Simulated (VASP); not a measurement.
The system is Sb.

```
Sb
1.0
     3.36900    0.00000    0.00000
    -1.68450    2.91764    0.00000
     0.00000    0.00000    5.33000
Sb
2
Direct
  0.33333 0.66667 0.25000
  0.66667 0.33333 0.75000
```

* Program: VASP 6.6.1
* Task: relaxation of cell and atoms
* Functional: r2SCAN
* Potentials or basis: VASP PAW PBE potentials, release 64 (Sb)
* Cutoff: 600 eV
* k mesh: 15 × 15 × 8
* Occupations: gaussian, width 0.1 eV
* Spin: no spin polarisation

At the start: pressure 2.3 GPa; volume 26.20 Å³/atom.

Problem. Where does the relaxation end?

Solution. Over 9 steps the energy falls by 13.4 meV/atom and the volume is 27.08 Å³/atom (+3.4 %); space group P6_3/mmc (No. 194, to 0.05 Å).

Step by step:
```csv
step,energy change (eV),largest force (eV/Å),pressure (GPa),volume (Å³)
1,0.0000,0.0000,2.30,52.39
2,-0.0167,0.0000,-1.30,55.29
3,-0.0190,0.0000,-0.44,54.51
4,-0.0244,0.0000,-0.26,54.32
5,-0.0266,0.0000,-0.01,54.15
6,-0.0268,0.0000,0.12,54.06
7,-0.0268,0.0000,0.11,54.08
8,-0.0269,0.0000,-0.07,54.23
9,-0.0269,0.0000,0.00,54.17
```

Final structure:
```
CELL_PARAMETERS angstrom
3.34779 0.00000 0.00000
-1.67389 2.89927 0.00000
0.00000 0.00000 5.58053
ATOMIC_POSITIONS crystal
Sb 0.33333 0.66667 0.25000
Sb 0.66667 0.33333 0.75000
```

Caveat: the PAW data sets were made with another functional, which shifts forces and pressure a little.
